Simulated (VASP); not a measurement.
Input of a VASP 6.6.1 run:

File INCAR:

```
  ALGO = Normal
  EDIFF = 1E-6
  ENCUT = 520
  GGA = PE
  ISIF = 2
  ISMEAR = 0
  LASPH = T
  LCHARG = F
  LREAL = F
  LWAVE = F
  NBANDS = 11
  NELM = 60
  PREC = Accurate
  SIGMA = 0.05
```

KPOINTS

```
k-points
0
Gamma
  8 8 8
```

File POSCAR:

```
Si
1.0
    0.0000000000      2.7895788159      2.7348811921
    2.6801835683      0.0000000000      2.7348811921
    2.6801835683      2.7895788159      0.0000000000
Si
2
Direct
    0.5000000000      0.5000000000      0.5000000000
    0.7500000000      0.7500000000      0.7500000000
```

Potentials or basis: VASP PAW PBE potentials, release 64 (Si).

Command:

```bash
$ cat potpaw_PBE.64/Si/POTCAR > POTCAR
$ mpirun -np 1 vasp_std > vasp.out
```

(1) Estimate the band gap on the k mesh.

(2) What does it give for the pressure?

## Answers

(1) 0.33 eV, indirect (least direct gap 2.35 eV).

(2) 0.0 GPa.

Caveat: the cell differs from its parent crystal (strain -0.0200 x Voigt [1, -1, 0, 0, 0, 0]).
